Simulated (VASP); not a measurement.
Input of a VASP 6.6.1 run:

File INCAR:

```
ALGO = Normal
EDIFF = 1E-6
ENCUT = 520
GGA = PS
ISIF = 2
ISMEAR = 0
LASPH = T
LCHARG = F
LREAL = Auto
LWAVE = F
NBANDS = 93
NELM = 60
PREC = Accurate
SIGMA = 0.05
```

KPOINTS

```
k-points
0
Gamma
  3 3 1
```

Contents of POSCAR:

```
W9C8
1.0
    5.7040600000      0.0000000000      0.0000000000
   -2.8520300000      4.9398610000      0.0000000000
    0.0000000000      0.0000000000     17.2011400000
W C
9 8
Direct
    0.0000000000      0.0000000000      0.0581356817
   -0.0035101897     -0.0070291452      0.2218456451
   -0.0000000506      0.4999998988      0.0581356817
   -0.0035298312      0.5035524279      0.2218412268
    0.5000000000      0.0000000000      0.0581356817
    0.5000018684     -0.0000165997      0.2243643735
    0.4999999494      0.4999998988      0.0581356817
    0.5070808091      0.5035333990      0.2218427965
    1.1666852821      0.3333656554      0.3542903552
    0.3340441677      0.1659593256      0.1360504594
    0.3345188889      0.1655728775      0.3001225500
    0.3340702769      0.6681398525      0.1360550522
    0.3344848204      0.6689801596      0.3001216198
    0.8319049407      0.1659546696      0.1360507501
    0.8310701856      0.1655568851      0.3001174341
    0.8333487938      0.6667007432      0.1343895230
    0.8333623167      0.6667102576      0.2918389711
```

Potentials or basis: VASP PAW PBE potentials, release 64 (W_sv, C).

Run with:

```bash
$ cat potpaw_PBE.64/W_sv/POTCAR potpaw_PBE.64/C/POTCAR > POTCAR
$ mpirun -np 1 vasp_std > vasp.out
```

(1) Estimate the band gap on the k mesh.

(2) Estimate the largest force.

Results:

(1) zero (band 79 reaches 2.04 eV, above the bottom of band 80 at 1.29 eV).

(2) 0.399 eV/Å.

Caveat: the k points lie up to 0.42 Å⁻¹ apart; the PAW data sets were made with another functional, which shifts forces and pressure a little; spin-orbit coupling is left out, which moves the levels of the heavy elements.
